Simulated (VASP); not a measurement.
# Au (Fm-3m) in VASP: further runs

The runs below take Au through single point, with r2SCAN.

All numbers are computed with VASP 6.6.1; they aren't measurements. Logs are shortened: lines on timing, memory, paths and dates and some standing lists are left out, and cuts for length are marked.

**1. The cell of the first run**

The structure is cubic, space group Fm-3m (No. 225). The conventional cell has a = 3.968 Å, b = 3.968 Å, c = 3.968 Å, α = 90.00°, β = 90.00°, γ = 90.00°. Au (site symmetry m-3m) has 12 Au at 2.81 Å within 3.7 Å.

**2. Single point, r2SCAN (strain -0.030 along x and y, -0.030 along z)**

Contents of POSCAR:

```
Au
1.0
    0.0000000000      1.9841350000      1.9841350000
    1.9841350000      0.0000000000      1.9841350000
    1.9841350000      1.9841350000      0.0000000000
Au
1
Direct
    0.0000000000      0.0000000000      0.0000000000
```

Contents of INCAR.step1:

```
SYSTEM = Au
  PREC = Accurate
  ENCUT = 520
  ISMEAR = 0
  SIGMA = 0.15
  LREAL = .FALSE.
  LASPH = .TRUE.
  NELM = 100
  NBANDS = 12
  GGA = PE
  ALGO = Normal
  EDIFF = 1E-4
  LWAVE = .TRUE.
  LCHARG = .FALSE.
```

Contents of INCAR.step2:

```
SYSTEM = Au
  PREC = Accurate
  ENCUT = 520
  EDIFF = 1E-7
  ISMEAR = 0
  SIGMA = 0.15
  LREAL = .FALSE.
  LASPH = .TRUE.
  NELM = 100
  ALGO = Normal
  ISIF = 2
  LWAVE = .FALSE.
  LCHARG = .FALSE.
  METAGGA = R2SCAN
  LMIXTAU = .TRUE.
  NBANDS = 12
  ISTART = 1
```

Contents of KPOINTS:

```
regular mesh
0
G
  20 20 20
  0 0 0
```

Potentials or basis: VASP PAW PBE potentials, release 64 (Au).

Launch:

```console
> cat potpaw_PBE.64/Au/POTCAR > POTCAR
> cp INCAR.step1 INCAR
> mpirun -np 1 vasp_std > vasp.out
> cp INCAR.step2 INCAR
> mpirun -np 1 vasp_std > vasp.out
```

OUTCAR:

```text
SYSTEM = Au
   PREC = Accurate
   ENCUT = 520
   EDIFF = 1E-7
   ISMEAR = 0
   LREAL = .FALSE.
   LASPH = .TRUE.
   NELM = 100
   ISIF = 2
   METAGGA = R2SCAN
   ISTART = 1

 ion  position               nearest neighbor table
   1  0.000  0.000  0.000-

  LATTYP: Found a face centered cubic cell.
 ALAT       =     3.9682700000

  Lattice vectors:

 A1 = (   0.0000000000,   1.9841350000,   1.9841350000)
 A2 = (   1.9841350000,   0.0000000000,   1.9841350000)
 A3 = (   1.9841350000,   1.9841350000,   0.0000000000)

Analysis of symmetry for initial positions (statically):
=====================================================================
 Subroutine PRICEL returns:
 Original cell was already a primitive cell.

 Routine SETGRP: Setting up the symmetry group for a
 face centered cubic supercell.

 Subroutine GETGRP returns: Found 48 space group operations
 (whereof 48 operations were pure point group operations)
 out of a pool of 48 trial point group operations.

The static configuration has the point symmetry O_h .

Analysis of symmetry for dynamics (positions and initial velocities):
=====================================================================
 Subroutine PRICEL returns:
 Original cell was already a primitive cell.

 Routine SETGRP: Setting up the symmetry group for a
 face centered cubic supercell.

 Subroutine GETGRP returns: Found 48 space group operations
 (whereof 48 operations were pure point group operations)
 out of a pool of 48 trial point group operations.

The dynamic configuration has the point symmetry O_h .

 Subroutine INISYM returns: Found 48 space group operations
 (whereof 48 operations are pure point group operations),
 and found     1 'primitive' translations

----------------------------------------------------------------------------------------

                                     Primitive cell

  volume of cell :      15.6223

  direct lattice vectors                    reciprocal lattice vectors
     0.000000000  1.984135000  1.984135000    -0.251998982  0.251998982  0.251998982
     1.984135000  0.000000000  1.984135000     0.251998982 -0.251998982  0.251998982
     1.984135000  1.984135000  0.000000000     0.251998982  0.251998982 -0.251998982

  length of vectors
     2.805990627  2.805990627  2.805990627     0.436475040  0.436475040  0.436475040

  position of ions in fractional coordinates (direct lattice)
     0.000000000  0.000000000  0.000000000

  ion indices of the primitive-cell ions
   primitive index   ion index
                 1           1

----------------------------------------------------------------------------------------

[... 82 lines left out ...]
   EMIN   =  10.00;   EMAX   =-10.00  energy-range for DOS
   EFERMI =   0.00;   METHOD = LEGACY
   ISMEAR =     0;   SIGMA  =   0.15  broadening in eV -4-tet -1-fermi 0-gaus
   EFERMI_NEDOS =   21; number of points for ismear=-14 and -15
   IALGO  =     38    algorithm
   IMIX   =      4    mixing-type and parameters
     AMIX     =   0.40;   BMIX     =  1.00
     AMIX_MAG =   1.60;   BMIX_MAG =  1.00
  volume/ion in A,a.u.               =      15.62       105.42
  Fermi-wavevector in a.u.,A,eV,Ry     =   1.456435  2.752264 28.860727  2.121204
  Thomas-Fermi vector in A             =   2.573354
   LORBIT       =      0    0 simple, 1 ext, 2 COOP (PROOUT), +10 PAW based schemes
   METAGGA = R2SCAN    functional components
   LHFCALC =     F    Hartree Fock is set to
   AEXX    =    0.0000 exact exchange contribution
   IVDW    =     0    specifies the selected vdW correction
   LEPSILON=     F    determine dielectric tensor
   LRPA    =     F    only Hartree local field effects (RPA)
 non-spin polarized calculation
 Gauss-broadening in eV      SIGMA  =   0.15
  energy-cutoff  :      520.00
  volume of cell :       15.62
 maximum number of plane-waves:       444
 NGX is ok and might be reduce to    24
   NGX = 11   NGY = 11   NGZ = 11

 number of electron      11.0000002 magnetization

 Free energy of the ion-electron system (eV)
  ---------------------------------------------------
  ext. energy  EPLUGINS =         0.00000000
  ---------------------------------------------------
  free energy    TOTEN  =       -50.45957300 eV

  energy without entropy =      -50.45668919  energy(sigma->0) =      -50.45813109

 E-fermi :  10.8666     XC(G=0): -14.2566

 val. band max:       10.7914793445   @ k =   0.5000   0.3000   0.1500
 cond. band min:      10.8688431392   @ k =   0.5000   0.1000   0.0000
 fundamental gap:      0.0773637946
 Fermi energy:        10.8665913787

 k-point     1 :       0.0000    0.0000    0.0000
  band No.  band energies     occupation
      1      -0.2521      2.00000
      2       5.3825      2.00000
      3       5.3825      2.00000
      4       5.3825      2.00000
      5       7.1735      2.00000
      6       7.1735      2.00000
      7      26.0028      0.00000
      8      30.6494      0.00000
      9      30.6494      0.00000
     10      30.6494      0.00000
     11      36.2601      0.00000
     12      41.7671      0.00000
[... 331 lines left out ...]
 k-point    24 :      -0.3500    0.0500    0.0000
  band No.  band energies     occupation
      1       2.4338      2.00000
      2       5.4469      2.00000
      3       5.5178      2.00000
      4       6.7316      2.00000
      5       7.9546      2.00000
      6       8.6056      2.00000
      7      18.3429      0.00000
      8      26.2744      0.00000
      9      29.7231      0.00000
     10      31.4196      0.00000
     11      36.0302      0.00000
     12      37.1797      0.00000

 [... further k-points ...]

------------------------ aborting loop because EDIFF is reached ----------------------------------------

  FORCE on cell =-STRESS in cart. coord.  units (eV):
  Direction    XX          YY          ZZ          XY          YZ          ZX
  --------------------------------------------------------------------------------------
  -------------------------------------------------------------------------------------
  Total        2.5091735      2.5091735      2.5091735     -0.0000000      0.0000000     -0.0000000
  in kB      257.3342670    257.3342670    257.3342670     -0.0000000      0.0000000     -0.0000000
  external PRESSURE =     257.3342670 kB  Pullay stress =       0.0000000 kB

 VOLUME and BASIS-vectors are now :
 -----------------------------------------------------------------------------
  energy-cutoff  :      520.00
  volume of cell :       15.62
      direct lattice vectors                 reciprocal lattice vectors
     0.000000000  1.984135000  1.984135000    -0.251998982  0.251998982  0.251998982
     1.984135000  0.000000000  1.984135000     0.251998982 -0.251998982  0.251998982
     1.984135000  1.984135000  0.000000000     0.251998982  0.251998982 -0.251998982

 POSITION                                       TOTAL-FORCE (eV/Angst)
 -----------------------------------------------------------------------------------
      0.00000      0.00000      0.00000         0.000000      0.000000      0.000000
 -----------------------------------------------------------------------------------
    total drift:                               -0.000000      0.000000     -0.000000

  FREE ENERGIE OF THE ION-ELECTRON SYSTEM (eV)
  ---------------------------------------------------
  free  energy   TOTEN  =       -50.4595729958 eV

  energy  without entropy=      -50.4566891855  energy(sigma->0) =      -50.45813109
```

OUTCAR.step1:

```text
SYSTEM = Au
   PREC = Accurate
   ENCUT = 520
   ISMEAR = 0
   LREAL = .FALSE.
   LASPH = .TRUE.
   NELM = 100
[... 577 lines left out ...]
 -----------------------------------------------------------------------------------
      0.00000      0.00000      0.00000         0.000000      0.000000     -0.000000
 -----------------------------------------------------------------------------------
    total drift:                               -0.000000      0.000000      0.000000

  FREE ENERGIE OF THE ION-ELECTRON SYSTEM (eV)
  ---------------------------------------------------
  free  energy   TOTEN  =        -3.0405616438 eV

  energy  without entropy=       -3.0373192551  energy(sigma->0) =       -3.03894045
```

Run time: 2.4 min. Hardware: 1 thread of Intel Xeon 8259CL, shared host; peak memory 0.19 GiB.

Results:

```
Free energy            : -50.4596 eV
Pressure               : 25.7 GPa
Band gap on the k mesh : zero (an odd number of electrons rules out a gap without spin polarisation)
```

Caveat: the cell differs from its parent crystal (strain -0.030 along x and y, -0.030 along z); the cell stands under pressure; the PAW data sets were made with another functional, which shifts forces and pressure a little; spin-orbit coupling is left out, which moves the levels of the heavy elements.

**3. Single point, r2SCAN (strain -0.015 along x and y, -0.015 along z)**

Contents of POSCAR:

```
Au
1.0
    0.0000000000      2.0148175000      2.0148175000
    2.0148175000      0.0000000000      2.0148175000
    2.0148175000      2.0148175000      0.0000000000
Au
1
Direct
    0.0000000000      0.0000000000      0.0000000000
```

Contents of INCAR.step1:

```
SYSTEM = Au
PREC = Accurate ; ENCUT = 520
ISMEAR = 0 ; SIGMA = 0.15
LREAL = .False. ; LASPH = .True.
NELM = 60 ; NBANDS = 12
GGA = PE ; ALGO = Normal
EDIFF = 1E-4 ; LWAVE = .True.
LCHARG = .False.
```

Contents of INCAR.step2:

```
SYSTEM = Au
PREC = Accurate ; ENCUT = 520
EDIFF = 1E-7 ; ISMEAR = 0
SIGMA = 0.15 ; LREAL = .False.
LASPH = .True. ; NELM = 60
ALGO = Normal ; ISIF = 2
LWAVE = .False. ; LCHARG = .False.
METAGGA = R2SCAN ; LMIXTAU = .True.
NBANDS = 12 ; ISTART = 1
```

Contents of KPOINTS:

```
regular mesh
0
Gamma
  20 20 20
  0 0 0
```

Potentials or basis: VASP PAW PBE potentials, release 64 (Au).

Launch:

```console
> cat potpaw_PBE.64/Au/POTCAR > POTCAR
> cp INCAR.step1 INCAR
> mpirun -np 1 vasp_std > vasp.out
> cp INCAR.step2 INCAR
> mpirun -np 1 vasp_std > vasp.out
```

It took 2.3 min on 1 thread of Intel Xeon 8259CL, shared host; peak memory 0.19 GiB.

It converged, with:

```
Free energy            : -50.5493 eV
Pressure               : 13.7 GPa
Band gap on the k mesh : zero (an odd number of electrons rules out a gap without spin polarisation)
```

Levels at points of the mesh, in eV from the Fermi level:
| k point | band 3 | band 4 | band 5 | band 6 | band 7 | band 8 | band 9 | band 10 |
| --- | --- | --- | --- | --- | --- | --- | --- | --- |
| (0.00, 0.00, 0.00) | -5.19 | -5.19 | -3.54 | -3.54 | 15.25 | 19.61 | 19.61 | 19.61 |
| (0.50, 0.00, 0.00) | -5.24 | -2.19 | -2.19 | -1.01 | 3.41 | 14.76 | 18.26 | 18.26 |
| (0.50, 0.50, 0.00) | -2.26 | -1.82 | -1.82 | 1.06 | 6.37 | 10.65 | 10.65 | 18.55 |

Caveat: the cell differs from its parent crystal (strain -0.015 along x and y, -0.015 along z); the cell stands under pressure; the PAW data sets were made with another functional, which shifts forces and pressure a little; spin-orbit coupling is left out, which moves the levels of the heavy elements.

The gap in the log of VASP goes by the Fermi energy; the results here count the filled bands.